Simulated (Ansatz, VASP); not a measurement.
LiF: VASP beside Ansatz

```
CELL_PARAMETERS angstrom
0.00000 2.00317 2.00317
2.00317 0.00000 2.00317
2.00317 2.00317 0.00000
ATOMIC_POSITIONS crystal
Li 0.00000 0.00000 0.00000
F 0.50000 0.50000 0.50000
```

Alike in both runs: functional PBEsol; k mesh 10 × 10 × 10; occupations gaussian, width 0.02 eV; no spin polarisation.

Ansatz relaxed the structure, and its values are those at the end. VASP's run is a single point on that final structure, the one shown.

|  | VASP | Ansatz |
| --- | --- | --- |
| version | VASP 6.6.1 | Ansatz 0.2.0 |
| potentials or method | VASP PAW PBE potentials, release 64 (Li_sv, F), cutoff 750 eV | scalar-relativistic, plane waves, PAW |
| valence electrons in the cell | 10 | 10 |

```csv
,VASP,Ansatz,Ansatz less VASP
gap on the k mesh at the Fermi level (eV),9.05,9.06,+0.011
least direct gap on the mesh (eV),9.05,9.06,+0.011
pressure (GPa),-0.3,0.0,+0.31
```

VASP's potentials were made for PBE, not for PBEsol, and Ansatz warns of the same on its side. The functional is the same, so the differences come from potentials, cutoffs and numerics.
